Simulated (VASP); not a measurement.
# Pt3PbC (Pm-3m) in VASP: a series of runs

Pt3PbC is run at these levels: r2SCAN; tasks: single point.

Everything below comes from runs of VASP 6.6.1. Logs are shortened: lines on timing, memory, paths and dates and some standing lists are left out, and cuts for length are marked.

## (1) The cell of the first run

Symmetry: Pm-3m, No. 221, cubic system. Conventional cell: a = 4.386 Å, b = 4.386 Å, c = 4.386 Å, α = 90.00°, β = 90.00°, γ = 90.00°. Within 2.9 Å of Pt (site symmetry 4/mmm) lie 2 C at 2.19 Å. Pb (site symmetry m-3m) has 12 Pt at 3.10 Å and 8 C at 3.80 Å within 4.1 Å. C (site symmetry m-3m) has 6 Pt at 2.19 Å within 2.9 Å.

## (2) Single point, r2SCAN

POSCAR

```
Pt3PbC
1.0
    4.3863506965      0.0000000000      0.0000000000
    0.0000000000      4.3863506965      0.0000000000
    0.0000000000      0.0000000000      4.3863506965
Pt Pb C
3 1 1
Direct
    0.0000000000      0.5000000000      0.5000000000
    0.5000000000      0.5000000000      0.0000000000
    0.5000000000      0.0000000000      0.5000000000
    0.0000000000      0.0000000000      0.0000000000
    0.5000000000      0.5000000000      0.5000000000
```

INCAR.step1

```
PREC = Accurate
ENCUT = 520
ISMEAR = 0
SIGMA = 0.15
LREAL = False
LASPH = True
NELM = 100
NBANDS = 32
GGA = PE
ALGO = Normal
EDIFF = 1E-4
LWAVE = True
LCHARG = False
```

INCAR.step2

```
PREC = Accurate
ENCUT = 520
EDIFF = 1E-6
ISMEAR = 0
SIGMA = 0.15
LREAL = False
LASPH = True
NELM = 100
ALGO = Normal
ISIF = 2
LWAVE = False
LCHARG = False
METAGGA = R2SCAN
LMIXTAU = True
NBANDS = 32
ISTART = 1
```

KPOINTS

```
Automatic mesh
0
Gamma
  5 5 5
```

Potentials or basis: VASP PAW PBE potentials, release 64 (Pt, Pb_d, C).

Launch:

```
$ cat potpaw_PBE.64/Pt/POTCAR potpaw_PBE.64/Pb_d/POTCAR potpaw_PBE.64/C/POTCAR > POTCAR
$ cp INCAR.step1 INCAR
$ mpirun -np 1 vasp_std > vasp.out
$ cp INCAR.step2 INCAR
$ mpirun -np 1 vasp_std > vasp.out
```

OUTCAR:

```text
PREC = Accurate
   ENCUT = 520
   EDIFF = 1E-6
   ISMEAR = 0
   LREAL = False
   LASPH = True
   NELM = 100
   ISIF = 2
   METAGGA = R2SCAN
   ISTART = 1

 ion  position               nearest neighbor table
   1  0.000  0.500  0.500-   5 2.19   5 2.19   4 3.10   2 3.10   2 3.10   4 3.10   3 3.10   4 3.10
                             4 3.10   2 3.10   3 3.10   3 3.10   2 3.10   3 3.10
   2  0.500  0.500  0.000-   5 2.19   5 2.19   4 3.10   1 3.10   1 3.10   3 3.10   3 3.10   3 3.10
                             4 3.10   3 3.10   1 3.10   4 3.10   1 3.10   4 3.10
   3  0.500  0.000  0.500-   5 2.19   5 2.19   4 3.10   1 3.10   2 3.10   4 3.10   1 3.10   2 3.10
                             2 3.10   2 3.10   1 3.10   4 3.10   4 3.10   1 3.10
   4  0.000  0.000  0.000-   1 3.10   2 3.10   3 3.10   1 3.10   3 3.10   1 3.10   2 3.10   1 3.10
                             2 3.10   3 3.10   3 3.10   2 3.10
   5  0.500  0.500  0.500-   1 2.19   2 2.19   3 2.19   2 2.19   3 2.19   1 2.19

  LATTYP: Found a simple cubic cell.
 ALAT       =     4.3863506965

  Lattice vectors:

 A1 = (   4.3863506965,   0.0000000000,   0.0000000000)
 A2 = (   0.0000000000,   4.3863506965,   0.0000000000)
 A3 = (   0.0000000000,   0.0000000000,   4.3863506965)

Analysis of symmetry for initial positions (statically):
=====================================================================
 Subroutine PRICEL returns:
 Original cell was already a primitive cell.

 Routine SETGRP: Setting up the symmetry group for a
 simple cubic supercell.

 Subroutine GETGRP returns: Found 48 space group operations
 (whereof 48 operations were pure point group operations)
 out of a pool of 48 trial point group operations.

The static configuration has the point symmetry O_h .

Analysis of symmetry for dynamics (positions and initial velocities):
=====================================================================
 Subroutine PRICEL returns:
 Original cell was already a primitive cell.

 Routine SETGRP: Setting up the symmetry group for a
 simple cubic supercell.

 Subroutine GETGRP returns: Found 48 space group operations
 (whereof 48 operations were pure point group operations)
 out of a pool of 48 trial point group operations.

The dynamic configuration has the point symmetry O_h .

 Subroutine INISYM returns: Found 48 space group operations
 (whereof 48 operations are pure point group operations),
 and found     1 'primitive' translations

----------------------------------------------------------------------------------------

                                     Primitive cell

  volume of cell :      84.3937

  direct lattice vectors                    reciprocal lattice vectors
     4.386350697  0.000000000  0.000000000     0.227979947  0.000000000  0.000000000
     0.000000000  4.386350697  0.000000000     0.000000000  0.227979947  0.000000000
     0.000000000  0.000000000  4.386350697     0.000000000  0.000000000  0.227979947

  length of vectors
     4.386350697  4.386350697  4.386350697     0.227979947  0.227979947  0.227979947

  position of ions in fractional coordinates (direct lattice)
     0.000000000  0.500000000  0.500000000
     0.500000000  0.500000000  0.000000000
     0.500000000  0.000000000  0.500000000
     0.000000000  0.000000000  0.000000000
     0.500000000  0.500000000  0.500000000

  ion indices of the primitive-cell ions
   primitive index   ion index
                 1           1
                 2           2
                 3           3
                 4           4
                 5           5

----------------------------------------------------------------------------------------

 KPOINTS: Automatic mesh

Automatic generation of k-mesh.
 Grid dimensions read from file:
 generate k-points for:    5    5    5

 Generating k-lattice:

  Cartesian coordinates                     Fractional coordinates (reciprocal lattice)
     0.045595989  0.000000000  0.000000000     0.200000000  0.000000000  0.000000000
     0.000000000  0.045595989  0.000000000     0.000000000  0.200000000  0.000000000
     0.000000000  0.000000000  0.045595989     0.000000000  0.000000000  0.200000000

  Length of vectors
     0.045595989  0.045595989  0.045595989

  Shift w.r.t. Gamma in fractional coordinates (k-lattice)
     0.000000000  0.000000000  0.000000000

 Subroutine IBZKPT returns following result:
 ===========================================

 Found     10 irreducible k-points:

 Following reciprocal coordinates:
            Coordinates               Weight
  0.000000  0.000000  0.000000      1.000000
  0.200000  0.000000  0.000000      6.000000
  0.400000  0.000000  0.000000      6.000000
  0.200000  0.200000  0.000000     12.000000
  0.400000  0.200000  0.000000     24.000000
  0.400000  0.400000  0.000000     12.000000
  0.200000  0.200000  0.200000      8.000000
  0.400000  0.200000  0.200000     24.000000
  0.400000  0.400000  0.200000     24.000000
  0.400000  0.400000  0.400000      8.000000
   k-points           NKPTS =     10   k-points in BZ     NKDIM =     10   number of bands    NBANDS=     32
   number of dos      NEDOS =    301   number of ions     NIONS =      5
   total plane-waves  NPLWV =  46656
   dimension x,y,z NGX =    36 NGY =   36 NGZ =   36
   dimension x,y,z NGXF=    72 NGYF=   72 NGZF=   72
   ions per type =               3   1   1
   NGX,Y,Z   is equivalent  to a cutoff of  13.64, 13.64, 13.64 a.u.
   NGXF,Y,Z  is equivalent  to a cutoff of  27.29, 27.29, 27.29 a.u.
 SYSTEM =  unknown system
   PREC   = accura    normal or accurate (medium, high low for compatibility)
   ISTART =      1    job   : 0-new  1-cont  2-samecut
   ICHARG =      0    charge: 1-file 2-atom 10-const
   ISPIN  =      1    spin polarized calculation?
   LNONCOLLINEAR =      F non collinear calculations
   LSORBIT =      F    spin-orbit coupling
   LASPH  =      T    aspherical Exc in radial PAW
   ENCUT  =  520.0 eV  38.22 Ry    6.18 a.u.   8.16  8.16  8.16*2*pi/ulx,y,z
   NELM   =    100;   NELMIN=  2; NELMDL=  0     # of ELM steps
   EDIFF  = 0.1E-05   stopping-criterion for ELM
   LREAL  =      F    real-space projection
   EDIFFG = 0.1E-04   stopping-criterion for IOM
   NSW    =      0    number of steps for IOM
   IBRION =     -1    ionic relax: 0-MD 1-quasi-New 2-CG
   NFREE  =      0    steps in history (QN), initial steepest desc. (CG)
   ISIF   =      2    stress and relaxation
   ISYM   =      2    0-nonsym 1-usesym 2-fastsym
   POTIM  = 0.5000    time-step for ionic-motion
   TEBEG  =    0.0;   TEEND  =   0.0 temperature during run
   PSTRESS=    0.0 pullay stress
   NELECT =      48.0000    total number of electrons
   NUPDOWN=      -1.0000    fix difference up-down
   EMIN   =  10.00;   EMAX   =-10.00  energy-range for DOS
   EFERMI =   0.00;   METHOD = LEGACY
   ISMEAR =     0;   SIGMA  =   0.15  broadening in eV -4-tet -1-fermi 0-gaus
   EFERMI_NEDOS =   21; number of points for ismear=-14 and -15
   IALGO  =     38    algorithm
   IMIX   =      4    mixing-type and parameters
     AMIX     =   0.40;   BMIX     =  1.00
     AMIX_MAG =   1.60;   BMIX_MAG =  1.00
  volume/ion in A,a.u.               =      16.88       113.90
  Fermi-wavevector in a.u.,A,eV,Ry     =   1.356392  2.563209 25.031989  1.839799
  Thomas-Fermi vector in A             =   2.483399
   LORBIT       =      0    0 simple, 1 ext, 2 COOP (PROOUT), +10 PAW based schemes
   METAGGA = R2SCAN    functional components
   LHFCALC =     F    Hartree Fock is set to
   AEXX    =    0.0000 exact exchange contribution
   IVDW    =     0    specifies the selected vdW correction
   LEPSILON=     F    determine dielectric tensor
   LRPA    =     F    only Hartree local field effects (RPA)
 non-spin polarized calculation
 Gauss-broadening in eV      SIGMA  =   0.15
  energy-cutoff  :      520.00
  volume of cell :       84.39
 maximum number of plane-waves:      2301
 NGX is ok and might be reduce to    36
   NGX = 17   NGY = 17   NGZ = 17

 number of electron      47.9999991 magnetization

 Free energy of the ion-electron system (eV)
  ---------------------------------------------------
  ext. energy  EPLUGINS =         0.00000000
  ---------------------------------------------------
  free energy    TOTEN  =      -218.71935868 eV

  energy without entropy =     -218.68083088  energy(sigma->0) =     -218.70009478

 E-fermi :   8.5769     XC(G=0): -12.9723

 val. band max:        8.4757935161   @ k =   0.4000   0.2000   0.0000
 cond. band min:       8.6121185381   @ k =   0.0000   0.0000   0.0000
 fundamental gap:      0.1363250220
 Fermi energy:         8.5769212340

 k-point     1 :       0.0000    0.0000    0.0000
  band No.  band energies     occupation
      1      -8.3523      2.00000
      2      -8.3523      2.00000
      3      -8.3381      2.00000
      4      -8.3381      2.00000
      5      -8.3381      2.00000
      6      -5.5089      2.00000
[... 24 lines left out ...]
     31      13.6387      0.00000
     32      17.7882      0.00000

 k-point     2 :       0.2000    0.0000    0.0000
  band No.  band energies     occupation
      1      -8.3471      2.00000
      2      -8.3370      2.00000
      3      -8.3362      2.00000
      4      -8.3348      2.00000
      5      -8.3348      2.00000
      6      -5.2708      2.00000
[... 24 lines left out ...]
     31      14.7237      0.00000
     32      16.8139      0.00000

 k-point     3 :       0.4000    0.0000    0.0000
  band No.  band energies     occupation
      1      -8.3386      2.00000
      2      -8.3352      2.00000
      3      -8.3294      2.00000
      4      -8.3294      2.00000
      5      -8.3100      2.00000
      6      -4.8016      2.00000
[... 24 lines left out ...]
     31      16.1807      0.00000
     32      16.1807      0.00000

 k-point     4 :       0.2000    0.2000    0.0000
  band No.  band energies     occupation
      1      -8.3427      2.00000
      2      -8.3344      2.00000
      3      -8.3335      2.00000
      4      -8.3322      2.00000
      5      -8.3258      2.00000
      6      -5.0299      2.00000
[... 24 lines left out ...]
     31      14.9390      0.00000
     32      16.5195      0.00000

 k-point     5 :       0.4000    0.2000    0.0000
  band No.  band energies     occupation
      1      -8.3410      2.00000
      2      -8.3326      2.00000
      3      -8.3291      2.00000
      4      -8.3290      2.00000
      5      -8.3022      2.00000
      6      -4.5530      2.00000
[... 24 lines left out ...]
     31      16.0191      0.00000
     32      16.3377      0.00000

 k-point     6 :       0.4000    0.4000    0.0000
  band No.  band energies     occupation
      1      -8.3572      2.00000
      2      -8.3286      2.00000
      3      -8.3282      2.00000
      4      -8.3214      2.00000
      5      -8.2843      2.00000
      6      -4.0556      2.00000
[... 24 lines left out ...]
     31      16.4926      0.00000
     32      17.0127      0.00000

 k-point     7 :       0.2000    0.2000    0.2000
  band No.  band energies     occupation
      1      -8.3391      2.00000
      2      -8.3391      2.00000
      3      -8.3359      2.00000
      4      -8.3205      2.00000
      5      -8.3205      2.00000
      6      -4.7866      2.00000
[... 24 lines left out ...]
     31      15.9548      0.00000
     32      16.6557      0.00000

 k-point     8 :       0.4000    0.2000    0.2000
  band No.  band energies     occupation
      1      -8.3403      2.00000
      2      -8.3402      2.00000
      3      -8.3359      2.00000
      4      -8.3182      2.00000
      5      -8.2982      2.00000
      6      -4.3016      2.00000
[... 24 lines left out ...]
     31      15.5990      0.00000
     32      17.2889      0.00000

 k-point     9 :       0.4000    0.4000    0.2000
  band No.  band energies     occupation
      1      -8.3570      2.00000
      2      -8.3397      2.00000
      3      -8.3394      2.00000
      4      -8.3089      2.00000
      5      -8.2858      2.00000
      6      -3.7929      2.00000
[... 24 lines left out ...]
     31      16.3175      0.00000
     32      17.2612      0.00000

 k-point    10 :       0.4000    0.4000    0.4000
  band No.  band energies     occupation
      1      -8.3568      2.00000
      2      -8.3567      2.00000
      3      -8.3567      2.00000
      4      -8.2890      2.00000
      5      -8.2890      2.00000
      6      -3.2445      2.00000
[... 24 lines left out ...]
     31      16.5031      0.00000
     32      18.5392      0.00000

------------------------ aborting loop because EDIFF is reached ----------------------------------------

  FORCE on cell =-STRESS in cart. coord.  units (eV):
  Direction    XX          YY          ZZ          XY          YZ          ZX
  --------------------------------------------------------------------------------------
  -------------------------------------------------------------------------------------
  Total       -3.8742306     -3.8742306     -3.8742306     -0.0000000     -0.0000000      0.0000000
  in kB      -73.5505621    -73.5505621    -73.5505621     -0.0000000     -0.0000000      0.0000000
  external PRESSURE =     -73.5505621 kB  Pullay stress =       0.0000000 kB

 VOLUME and BASIS-vectors are now :
 -----------------------------------------------------------------------------
  energy-cutoff  :      520.00
  volume of cell :       84.39
      direct lattice vectors                 reciprocal lattice vectors
     4.386350697  0.000000000  0.000000000     0.227979947  0.000000000  0.000000000
     0.000000000  4.386350697  0.000000000     0.000000000  0.227979947  0.000000000
     0.000000000  0.000000000  4.386350697     0.000000000  0.000000000  0.227979947

 POSITION                                       TOTAL-FORCE (eV/Angst)
 -----------------------------------------------------------------------------------
      0.00000      2.19318      2.19318         0.000000      0.000000      0.000000
      2.19318      2.19318      0.00000         0.000000      0.000000      0.000000
      2.19318      0.00000      2.19318         0.000000      0.000000      0.000000
      0.00000      0.00000      0.00000         0.000000      0.000000      0.000000
      2.19318      2.19318      2.19318         0.000000      0.000000      0.000000
 -----------------------------------------------------------------------------------
    total drift:                                0.000000      0.000000      0.000000

  FREE ENERGIE OF THE ION-ELECTRON SYSTEM (eV)
  ---------------------------------------------------
  free  energy   TOTEN  =      -218.7193586796 eV

  energy  without entropy=     -218.6808308779  energy(sigma->0) =     -218.70009478
```

It took 1.7 min on 1 thread of Intel Xeon Platinum 8259CL at 2.50GHz (Skylake/Cascade Lake), shared host; peak memory 0.23 GiB.

What came out:

* Free energy: -218.7194 eV
* Pressure: -7.4 GPa
* Band gap on the k mesh: zero (band 24 reaches 8.69 eV, above the bottom of band 25 at 8.28 eV)

Levels at points of the mesh, in eV from the Fermi level:
```
           k point  band 21  band 22  band 23  band 24  band 25  band 26  band 27  band 28
(0.00, 0.00, 0.00)    -0.60    -0.60    -0.60    -0.59     0.04     1.56     1.56     1.56
```

Caveat: the PAW data sets were made with another functional, which shifts forces and pressure a little; spin-orbit coupling is left out, which moves the levels of the heavy elements.

(Continued in part 2 of 3.)
